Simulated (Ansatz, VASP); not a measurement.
One calculation of ZnW2Se4, two programs

```
W Se Zn
1.0
     3.26648    0.00000    0.00000
    -1.63324    2.82885    0.00000
     0.00000    0.00000   17.71530
W Se Zn
2 4 1
Direct
  0.33333 0.66667 0.24043
  0.00000 0.00000 0.77426
  0.00000 0.00000 0.33466
  0.33333 0.66667 0.68002
  0.33333 0.66667 0.86821
  0.00000 0.00000 0.14627
  0.00000 0.00000 0.51315
```

Alike in both runs: task single point; functional PBE; k mesh 9 × 9 × 2; occupations fermi-dirac, width 0.05 eV; no spin polarisation.

```csv
,VASP,Ansatz
version,VASP 6.6.1,Ansatz 0.2.0
potentials or method,"VASP PAW PBE potentials, release 64 (W_sv, Se, Zn)",Ansatz PAW
plane-wave cutoff (eV),520,420
valence electrons in the cell,64,104
```

VASP gave:

- gap on the k mesh at the Fermi level (eV): 0.21
- least direct gap on the mesh (eV): 0.30
- pressure (GPa): 4.1
- traceless stress, the component that is largest in VASP (GPa): 0.63
- rms of the force components (eV/Å): 0.265

What did Ansatz give for the same quantities?

gap on the k mesh at the Fermi level (eV): 0.21; least direct gap on the mesh (eV): 0.30; pressure (GPa): 3.8; traceless stress, the component that is largest in VASP (GPa): 0.56; rms of the force components (eV/Å): 0.243.

Atom by atom the forces differ by 0.022 eV/Å (rms over components). With one functional, cell and mesh, what is left measures potentials, basis and numerics. VASP's potentials hold 64 valence electrons a cell and Ansatz's 104, so a difference there can come from the potentials and not from the codes.

Neither program's run includes spin-orbit coupling. Noted on Ansatz's run: odd divisions of the mesh miss points on the zone boundary, where band edges often lie, so the gap on the mesh can be too wide.
